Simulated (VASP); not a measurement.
ZrB2: single point with LDA

The system is ZrB2.

```
CELL_PARAMETERS angstrom
3.02477 0.00000 0.00000
-1.51239 2.61953 0.00000
0.00000 0.00000 4.04140
ATOMIC_POSITIONS crystal
Zr 0.00000 0.00000 0.00000
B 0.33333 0.66667 0.50000
B 0.66667 0.33333 0.50000
```

This cell differs from its parent crystal: volume 10.674 Å^3 an atom, c/a of the conventional cell 1.3361.

```yaml
Program: VASP 6.6.1
Task: single point
Functional: LDA
Potentials_or_basis: VASP PAW LDA potentials, release 64 (Zr_sv, B)
Cutoff: 520 eV
k_mesh: 18 × 18 × 12
Occupations: gaussian, width 0.15 eV
Spin: no spin polarisation
Dipole_correction: no
Further_INCAR_settings: ALGO = Normal; EDIFF = 1e-07; NBANDS = 16
```

```json
{"Pressure": "-10.8 GPa", "Band gap on the k mesh": "zero (band 9 reaches 9.90 eV, above the bottom of band 10 at 9.17 eV)"}
```

Stress tensor (GPa, compression positive):
```
  6.23   0.00   0.00
  0.00   6.23   0.00
  0.00   0.00 -44.88
```

Levels at points of the mesh, in eV from the Fermi level:
| k point | band 6 | band 7 | band 8 | band 9 | band 10 | band 11 | band 12 | band 13 |
| --- | --- | --- | --- | --- | --- | --- | --- | --- |
| (0.00, 0.00, 0.00) | -3.12 | -2.77 | -0.89 | -0.89 | 3.14 | 3.14 | 3.93 | 3.93 |
| (0.50, 0.00, 0.00) | -7.72 | -4.04 | -2.32 | -2.09 | 2.33 | 2.63 | 5.00 | 6.16 |
| (0.00, 0.00, 0.50) | -6.54 | -0.39 | 0.37 | 0.37 | 1.11 | 1.11 | 2.40 | 2.40 |
| (0.50, 0.00, 0.50) | -6.75 | -3.54 | -3.07 | -1.36 | 2.14 | 3.81 | 5.44 | 5.56 |

It took 36 s on 1 thread of Intel(R) Xeon(R) 6975P-C (Granite Rapids), on a shared host, peak memory 0.23 GiB.
